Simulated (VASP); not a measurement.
# AsS2 (Fd-3m) in VASP: notebook

AsS2 is run at these levels: r2SCAN; tasks: single point, relaxation of cell and atoms.

Everything below comes from runs of VASP 6.6.1. Logs are shortened: lines on timing, memory, paths and dates and some standing lists are left out, and cuts for length are marked.

## Step 1: The cell of the first run

The structure is cubic, space group Fd-3m (No. 227). Conventional cell: a = 7.547 Å, b = 7.547 Å, c = 7.547 Å, α = 90.00°, β = 90.00°, γ = 90.00°. Within 4.1 Å of As (site symmetry -43m) lie 12 S at 3.13 Å and 4 As at 3.27 Å. S (site symmetry -3m) has 6 S at 2.67 Å and 6 As at 3.13 Å within 3.5 Å.

## Step 2: Single point, r2SCAN

File POSCAR:

```
AsS2
1.0
    0.0000000000      3.7737324114      3.7737324114
    3.7737324114      0.0000000000      3.7737324114
    3.7737324114      3.7737324114      0.0000000000
As S
2 4
Direct
    0.0000000000      0.0000000000      0.0000000000
    0.2500000000      0.2500000000      0.2500000000
    0.6250000000      0.6250000000      0.6250000000
    0.1250000000      0.6250000000      0.6250000000
    0.6250000000      0.6250000000      0.1250000000
    0.6250000000      0.1250000000      0.6250000000
```

File INCAR.step1:

```
  PREC = Accurate
  ENCUT = 520
  ISMEAR = 0
  SIGMA = 0.1
  LREAL = F
  LASPH = T
  NELM = 60
  NBANDS = 26
  GGA = PE
  ALGO = Normal
  EDIFF = 1E-4
  LWAVE = T
  LCHARG = F
```

File INCAR.step2:

```
  PREC = Accurate
  ENCUT = 520
  EDIFF = 1E-6
  ISMEAR = 0
  SIGMA = 0.1
  LREAL = F
  LASPH = T
  NELM = 60
  ALGO = Normal
  ISIF = 2
  LWAVE = F
  LCHARG = F
  METAGGA = R2SCAN
  LMIXTAU = T
  NBANDS = 26
  ISTART = 1
```

File KPOINTS:

```
Automatic mesh
0
Gamma
  4 4 4
```

Potentials or basis: VASP PAW PBE potentials, release 64 (As, S).

Command:

```sh
> cat potpaw_PBE.64/As/POTCAR potpaw_PBE.64/S/POTCAR > POTCAR
> cp INCAR.step1 INCAR
> mpirun -np 1 vasp_std > vasp.out
> cp INCAR.step2 INCAR
> mpirun -np 1 vasp_std > vasp.out
```

OUTCAR:

```text
PREC = Accurate
   ENCUT = 520
   EDIFF = 1E-6
   ISMEAR = 0
   LREAL = F
   LASPH = T
   NELM = 60
   ISIF = 2
   METAGGA = R2SCAN
   ISTART = 1

 ion  position               nearest neighbor table
   1  0.000  0.000  0.000-
   2  0.250  0.250  0.250-
   3  0.625  0.625  0.625-   4 2.67   5 2.67   6 2.67   5 2.67   6 2.67   4 2.67
   4  0.125  0.625  0.625-   3 2.67   5 2.67   6 2.67   3 2.67   5 2.67   6 2.67
   5  0.625  0.625  0.125-   3 2.67   3 2.67   4 2.67   6 2.67   6 2.67   4 2.67
   6  0.625  0.125  0.625-   3 2.67   5 2.67   3 2.67   4 2.67   5 2.67   4 2.67

  LATTYP: Found a face centered cubic cell.
 ALAT       =     7.5474648228

  Lattice vectors:

 A1 = (   0.0000000000,   3.7737324114,   3.7737324114)
 A2 = (   3.7737324114,   0.0000000000,   3.7737324114)
 A3 = (   3.7737324114,   3.7737324114,   0.0000000000)

Analysis of symmetry for initial positions (statically):
=====================================================================
 Subroutine PRICEL returns:
 Original cell was already a primitive cell.

 Routine SETGRP: Setting up the symmetry group for a
 face centered cubic supercell.

 Subroutine GETGRP returns: Found 48 space group operations
 (whereof 24 operations were pure point group operations)
 out of a pool of 48 trial point group operations.

The static configuration has the point symmetry T_d .
 The point group associated with its full space group is O_h .

Analysis of symmetry for dynamics (positions and initial velocities):
=====================================================================
 Subroutine PRICEL returns:
 Original cell was already a primitive cell.

 Routine SETGRP: Setting up the symmetry group for a
 face centered cubic supercell.

 Subroutine GETGRP returns: Found 48 space group operations
 (whereof 24 operations were pure point group operations)
 out of a pool of 48 trial point group operations.

The dynamic configuration has the point symmetry T_d .
 The point group associated with its full space group is O_h .

 Subroutine INISYM returns: Found 48 space group operations
 (whereof 24 operations are pure point group operations),
 and found     1 'primitive' translations

----------------------------------------------------------------------------------------

                                     Primitive cell

  volume of cell :     107.4839

  direct lattice vectors                    reciprocal lattice vectors
     0.000000000  3.773732411  3.773732411    -0.132494821  0.132494821  0.132494821
     3.773732411  0.000000000  3.773732411     0.132494821 -0.132494821  0.132494821
     3.773732411  3.773732411  0.000000000     0.132494821  0.132494821 -0.132494821

  length of vectors
     5.336863557  5.336863557  5.336863557     0.229487762  0.229487762  0.229487762

  position of ions in fractional coordinates (direct lattice)
     0.000000000  0.000000000  0.000000000
     0.250000000  0.250000000  0.250000000
     0.625000000  0.625000000  0.625000000
     0.125000000  0.625000000  0.625000000
     0.625000000  0.625000000  0.125000000
     0.625000000  0.125000000  0.625000000

  ion indices of the primitive-cell ions
   primitive index   ion index
                 1           1
                 2           2
                 3           3
                 4           4
                 5           5
                 6           6

----------------------------------------------------------------------------------------

 KPOINTS: Automatic mesh

Automatic generation of k-mesh.
 Grid dimensions read from file:
 generate k-points for:    4    4    4

 Generating k-lattice:

  Cartesian coordinates                     Fractional coordinates (reciprocal lattice)
    -0.033123705  0.033123705  0.033123705     0.250000000  0.000000000  0.000000000
     0.033123705 -0.033123705  0.033123705     0.000000000  0.250000000  0.000000000
     0.033123705  0.033123705 -0.033123705     0.000000000  0.000000000  0.250000000

  Length of vectors
     0.057371940  0.057371940  0.057371940

  Shift w.r.t. Gamma in fractional coordinates (k-lattice)
     0.000000000  0.000000000  0.000000000

 Subroutine IBZKPT returns following result:
 ===========================================

 Found      8 irreducible k-points:

 Following reciprocal coordinates:
            Coordinates               Weight
  0.000000  0.000000  0.000000      1.000000
  0.250000  0.000000  0.000000      8.000000
  0.500000  0.000000  0.000000      4.000000
  0.250000  0.250000  0.000000      6.000000
  0.500000  0.250000  0.000000     24.000000
 -0.250000  0.250000  0.000000     12.000000
  0.500000  0.500000  0.000000      3.000000
 -0.250000  0.500000  0.250000      6.000000
   k-points           NKPTS =      8   k-points in BZ     NKDIM =      8   number of bands    NBANDS=     26
   number of dos      NEDOS =    301   number of ions     NIONS =      6
   total plane-waves  NPLWV =  64000
   dimension x,y,z NGX =    40 NGY =   40 NGZ =   40
   dimension x,y,z NGXF=    80 NGYF=   80 NGZF=   80
   ions per type =               2   4
   NGX,Y,Z   is equivalent  to a cutoff of  12.46, 12.46, 12.46 a.u.
   NGXF,Y,Z  is equivalent  to a cutoff of  24.92, 24.92, 24.92 a.u.
 SYSTEM =  unknown system
   PREC   = accura    normal or accurate (medium, high low for compatibility)
   ISTART =      1    job   : 0-new  1-cont  2-samecut
   ICHARG =      0    charge: 1-file 2-atom 10-const
   ISPIN  =      1    spin polarized calculation?
   LNONCOLLINEAR =      F non collinear calculations
   LSORBIT =      F    spin-orbit coupling
   LASPH  =      T    aspherical Exc in radial PAW
   ENCUT  =  520.0 eV  38.22 Ry    6.18 a.u.   9.92  9.92  9.92*2*pi/ulx,y,z
   NELM   =     60;   NELMIN=  2; NELMDL=  0     # of ELM steps
   EDIFF  = 0.1E-05   stopping-criterion for ELM
   LREAL  =      F    real-space projection
   EDIFFG = 0.1E-04   stopping-criterion for IOM
   NSW    =      0    number of steps for IOM
   IBRION =     -1    ionic relax: 0-MD 1-quasi-New 2-CG
   NFREE  =      0    steps in history (QN), initial steepest desc. (CG)
   ISIF   =      2    stress and relaxation
   ISYM   =      2    0-nonsym 1-usesym 2-fastsym
   POTIM  = 0.5000    time-step for ionic-motion
   TEBEG  =    0.0;   TEEND  =   0.0 temperature during run
   PSTRESS=    0.0 pullay stress
   NELECT =      34.0000    total number of electrons
   NUPDOWN=      -1.0000    fix difference up-down
   EMIN   =  10.00;   EMAX   =-10.00  energy-range for DOS
   EFERMI =   0.00;   METHOD = LEGACY
   ISMEAR =     0;   SIGMA  =   0.10  broadening in eV -4-tet -1-fermi 0-gaus
   EFERMI_NEDOS =   21; number of points for ismear=-14 and -15
   IALGO  =     38    algorithm
   IMIX   =      4    mixing-type and parameters
     AMIX     =   0.40;   BMIX     =  1.00
     AMIX_MAG =   1.60;   BMIX_MAG =  1.00
  volume/ion in A,a.u.               =      17.91       120.89
  Fermi-wavevector in a.u.,A,eV,Ry     =   1.115458  2.107911 16.929014  1.244247
  Thomas-Fermi vector in A             =   2.252063
   LORBIT       =      0    0 simple, 1 ext, 2 COOP (PROOUT), +10 PAW based schemes
   METAGGA = R2SCAN    functional components
   LHFCALC =     F    Hartree Fock is set to
   AEXX    =    0.0000 exact exchange contribution
   IVDW    =     0    specifies the selected vdW correction
   LEPSILON=     F    determine dielectric tensor
   LRPA    =     F    only Hartree local field effects (RPA)
 non-spin polarized calculation
 Gauss-broadening in eV      SIGMA  =   0.10
  energy-cutoff  :      520.00
  volume of cell :      107.48
 maximum number of plane-waves:      2914
   NGX = 19   NGY = 19   NGZ = 19

 number of electron      34.0000006 magnetization

 Free energy of the ion-electron system (eV)
  ---------------------------------------------------
  ext. energy  EPLUGINS =         0.00000000
  ---------------------------------------------------
  free energy    TOTEN  =       -53.12473128 eV

  energy without entropy =      -53.10313227  energy(sigma->0) =      -53.11393178

 E-fermi :   6.5254     XC(G=0): -11.2784

 val. band max:        6.4681353646   @ k =  -0.2500   0.2500   0.0000
 cond. band min:       6.5787503447   @ k =   0.5000   0.5000   0.0000
 fundamental gap:      0.1106149801
 Fermi energy:         6.5253734790

 k-point     1 :       0.0000    0.0000    0.0000
  band No.  band energies     occupation
      1     -10.7069      2.00000
      2      -5.7665      2.00000
      3      -5.7665      2.00000
      4      -5.7665      2.00000
      5      -4.6278      2.00000
      6      -3.3904      2.00000
[... 18 lines left out ...]
     25      13.3287      0.00000
     26      14.8277      0.00000

 k-point     2 :       0.2500    0.0000    0.0000
  band No.  band energies     occupation
      1     -10.3362      2.00000
      2      -6.9692      2.00000
      3      -5.8424      2.00000
      4      -5.8424      2.00000
      5      -4.7808      2.00000
      6      -3.4687      2.00000
[... 18 lines left out ...]
     25      14.3076      0.00000
     26      15.4398      0.00000

 k-point     3 :       0.5000    0.0000    0.0000
  band No.  band energies     occupation
      1      -9.6766      2.00000
      2      -8.2051      2.00000
      3      -5.9129      2.00000
      4      -5.9129      2.00000
      5      -4.7948      2.00000
      6      -3.8333      2.00000
[... 18 lines left out ...]
     25      13.2134      0.00000
     26      14.6059      0.00000

 k-point     4 :       0.2500    0.2500    0.0000
  band No.  band energies     occupation
      1     -10.2038      2.00000
      2      -7.0263      2.00000
      3      -5.9785      2.00000
      4      -5.9785      2.00000
      5      -4.9496      2.00000
      6      -3.8189      2.00000
[... 18 lines left out ...]
     25      14.5648      0.00000
     26      14.9136      0.00000

 k-point     5 :       0.5000    0.2500    0.0000
  band No.  band energies     occupation
      1      -9.4794      2.00000
      2      -8.1316      2.00000
      3      -6.5195      2.00000
      4      -6.0462      2.00000
      5      -4.6261      2.00000
      6      -4.1773      2.00000
[... 18 lines left out ...]
     25      14.1603      0.00000
     26      14.7155      0.00000

 k-point     6 :      -0.2500    0.2500    0.0000
  band No.  band energies     occupation
      1      -9.7750      2.00000
      2      -7.7452      2.00000
      3      -6.5848      2.00000
      4      -5.9175      2.00000
      5      -4.4017      2.00000
      6      -4.0304      2.00000
[... 18 lines left out ...]
     25      14.1155      0.00000
     26      14.6311      0.00000

 k-point     7 :       0.5000    0.5000    0.0000
  band No.  band energies     occupation
      1      -8.8298      2.00000
      2      -8.8298      2.00000
      3      -6.1677      2.00000
      4      -6.1677      2.00000
      5      -4.8801      2.00000
      6      -4.8801      2.00000
[... 18 lines left out ...]
     25      15.3043      0.00000
     26      15.3075      0.00000

 k-point     8 :      -0.2500    0.5000    0.2500
  band No.  band energies     occupation
      1      -8.7809      2.00000
      2      -8.7809      2.00000
      3      -6.5397      2.00000
      4      -6.5397      2.00000
      5      -4.3252      2.00000
      6      -4.3252      2.00000
[... 18 lines left out ...]
     25      14.6956      0.00000
     26      14.6957      0.00000

------------------------ aborting loop because EDIFF is reached ----------------------------------------

  FORCE on cell =-STRESS in cart. coord.  units (eV):
  Direction    XX          YY          ZZ          XY          YZ          ZX
  --------------------------------------------------------------------------------------
  -------------------------------------------------------------------------------------
  Total        0.0209385      0.0209385      0.0209385      0.0000000      0.0000000      0.0000000
  in kB        0.3121138      0.3121138      0.3121138      0.0000000      0.0000000      0.0000000
  external PRESSURE =       0.3121138 kB  Pullay stress =       0.0000000 kB

 VOLUME and BASIS-vectors are now :
 -----------------------------------------------------------------------------
  energy-cutoff  :      520.00
  volume of cell :      107.48
      direct lattice vectors                 reciprocal lattice vectors
     0.000000000  3.773732411  3.773732411    -0.132494821  0.132494821  0.132494821
     3.773732411  0.000000000  3.773732411     0.132494821 -0.132494821  0.132494821
     3.773732411  3.773732411  0.000000000     0.132494821  0.132494821 -0.132494821

 POSITION                                       TOTAL-FORCE (eV/Angst)
 -----------------------------------------------------------------------------------
      0.00000      0.00000      0.00000        -0.000000      0.000000     -0.000000
      1.88687      1.88687      1.88687        -0.000000     -0.000000     -0.000000
      4.71717      4.71717      4.71717         0.000000     -0.000000      0.000000
      4.71717      2.83030      2.83030         0.000000     -0.000000      0.000000
      2.83030      2.83030      4.71717         0.000000     -0.000000      0.000000
      2.83030      4.71717      2.83030         0.000000     -0.000000      0.000000
 -----------------------------------------------------------------------------------
    total drift:                                0.000000      0.000000      0.000000

  FREE ENERGIE OF THE ION-ELECTRON SYSTEM (eV)
  ---------------------------------------------------
  free  energy   TOTEN  =       -53.1247312848 eV

  energy  without entropy=      -53.1031322727  energy(sigma->0) =      -53.11393178
```

It took 3.2 min on 1 thread of Intel Xeon 8259CL, shared host; peak memory 0.26 GiB.

What came out:

```yaml
Free_energy: -53.1247 eV
Pressure: 0.0 GPa
Band_gap_on_the_k_mesh: zero (bands 17 and 18 overlap by 1.63 eV)
```

Caveat: the k points lie up to 0.36 Å⁻¹ apart, too coarse for converged energies and pressures of a metal; the PAW data sets were made with another functional, which shifts forces and pressure a little.

## Step 3: Relaxation of cell and atoms, r2SCAN

This run uses another cell than the first one, of 21.15 Å³/atom.

POSCAR, as its differences from that of step 2:

```diff
@@ -2,5 +2,5 @@
 1.0
-    0.0000000000      3.7737324114      3.7737324114
-    3.7737324114      0.0000000000      3.7737324114
-    3.7737324114      3.7737324114      0.0000000000
+    0.0000000000      3.9882347091      3.9882347091
+    3.9882347091      0.0000000000      3.9882347091
+    3.9882347091      3.9882347091      0.0000000000
 As S
```

File INCAR.step1:

```
SYSTEM = AsS2
PREC     = Accurate       ! precision mode
ENCUT    = 600            ! plane-wave cutoff, eV
ISMEAR   = 0              ! smearing method
SIGMA    = 0.1            ! smearing width, eV
LREAL    = .False.        ! projectors in reciprocal space
LASPH    = .True.         ! aspherical terms in the spheres
NELM     = 80             ! most SCF steps
GGA      = PE             ! functional
ALGO     = Normal         ! electronic algorithm
EDIFF    = 1E-4           ! SCF threshold, eV
LWAVE    = .True.         ! write WAVECAR
LCHARG   = .False.        ! write CHGCAR
```

File INCAR.step2:

```
SYSTEM = AsS2
PREC     = Accurate       ! precision mode
ENCUT    = 600            ! plane-wave cutoff, eV
EDIFF    = 1E-7           ! SCF threshold, eV
ISMEAR   = 0              ! smearing method
SIGMA    = 0.1            ! smearing width, eV
LREAL    = .False.        ! projectors in reciprocal space
LASPH    = .True.         ! aspherical terms in the spheres
NELM     = 80             ! most SCF steps
ALGO     = Normal         ! electronic algorithm
ISIF     = 3              ! what is computed and relaxed
LWAVE    = .False.        ! write WAVECAR
LCHARG   = .False.        ! write CHGCAR
METAGGA  = R2SCAN         ! meta-GGA
LMIXTAU  = .True.       
IBRION   = 2              ! ionic algorithm
NSW      = 90             ! ionic steps
EDIFFG   = -0.04          ! ionic threshold
ISTART   = 1
```

File KPOINTS:

```
Automatic mesh
0
Gamma
  4 4 4
  0 0 0
```

Potentials or basis: VASP PAW PBE potentials, release 64 (As, S).

Command:

```sh
> cat potpaw_PBE.64/As/POTCAR potpaw_PBE.64/S/POTCAR > POTCAR
> cp INCAR.step1 INCAR
> mpirun -np 1 vasp_std > vasp.out
> cp INCAR.step2 INCAR
> mpirun -np 1 vasp_std > vasp.out
```

Run time: 11 min. Hardware: 1 thread of Intel Xeon 8259CL, shared host; peak memory 0.36 GiB.

The run converged. Its results:

- Free energy: -53.1285 eV
- Relaxed volume: 17.93 Å³/atom
- Relaxed cell: a = 5.339 Å, b = 5.339 Å, c = 5.339 Å, α = 60.00°, β = 60.00°, γ = 60.00°
- Space group after relaxing (to 0.1 Å): Fd-3m (No. 227)
- Energy gained by relaxing: 93.0 meV/atom
- Ionic steps: 3
- Pressure after relaxing: 0.0 GPa
- Band gap on the k mesh: zero (bands 17 and 18 overlap by 1.62 eV)

The path:
```csv
step,energy change (eV),largest force (eV/Å),pressure (GPa),volume (Å³)
1,0.0000,0.0000,-8.13,126.87
2,-0.5574,0.0000,-0.37,108.17
3,-0.5581,0.0000,-0.01,107.59
```

Final structure:
```
As S
1.0
     0.00000    3.77496    3.77496
     3.77496    0.00000    3.77496
     3.77496    3.77496    0.00000
As S
2 4
Direct
  0.00000 0.00000 0.00000
  0.25000 0.25000 0.25000
  0.62500 0.62500 0.62500
  0.12500 0.62500 0.62500
  0.62500 0.62500 0.12500
  0.62500 0.12500 0.62500
```

Levels at points of the mesh, in eV from the Fermi level:
```csv
k point,band 12,band 13,band 14,band 15,band 16,band 17,band 18,band 19,band 20,band 21
"(0.00, 0.00, 0.00)",-4.41,-2.76,-2.76,-2.76,1.24,1.24,1.24,1.28,1.28,1.28
"(0.50, 0.00, 0.00)",-2.93,-2.83,-2.83,-2.04,-1.08,0.19,0.19,1.25,1.30,2.09
"(0.50, 0.50, 0.00)",-2.64,-2.38,-2.38,-2.36,-2.36,0.05,0.05,0.58,0.58,0.73
```

Caveat: the volume moved by over 15 % at a fixed basis, so the end points are rough; the PAW data sets were made with another functional, which shifts forces and pressure a little.

The gap in the log of VASP goes by the Fermi energy; the results here count the filled bands.